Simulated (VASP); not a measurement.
Input of a VASP 6.6.1 run:

Contents of INCAR:

```
PREC = Accurate
ENCUT = 520
EDIFF = 1E-6
ISMEAR = 0
SIGMA = 0.03
LREAL = False
LASPH = True
NELM = 100
ALGO = Normal
ISIF = 2
LWAVE = False
LCHARG = True
LELF = True
LVHAR = True
NBANDS = 16
```

The input KPOINTS:

```
regular mesh
0
Gamma
  10 10 10
```

POSCAR

```
Si
1.0
   -3.3010168807      3.3010168807      1.9082539665
    3.3010168807     -3.3010168807      1.9082539665
    3.3010168807      3.3010168807     -1.9082539665
Si
4
Direct
    0.1592765437      0.1683646524      0.3486027666
    0.8225472390      0.8316353476      0.6332210162
    0.1879335462      0.8211545624      0.0090881086
    0.8302426710      0.1788454376      0.0090881086
```

Potentials or basis: VASP PAW LDA potentials, release 64 (Si).

Launch:

```bash
$ cat potpaw_LDA.64/Si/POTCAR > POTCAR
$ mpirun -np 1 vasp_std > vasp.out
```

**Question.** What does it give for the largest force?

**Answer.** 1.544 eV/Å.

**Question.** Estimate the pressure.

**Answer.** 0.7 GPa.

Stress tensor (GPa, compression positive):
```
-0.03  0.11 -1.18
 0.11  1.89 -1.21
-1.18 -1.21  0.31
```

Caveat: the cell differs from its parent crystal (atoms displaced along a vibrational mode); forces of over 1 eV/Å act on the atoms, so gaps and moduli don't describe the material at rest.
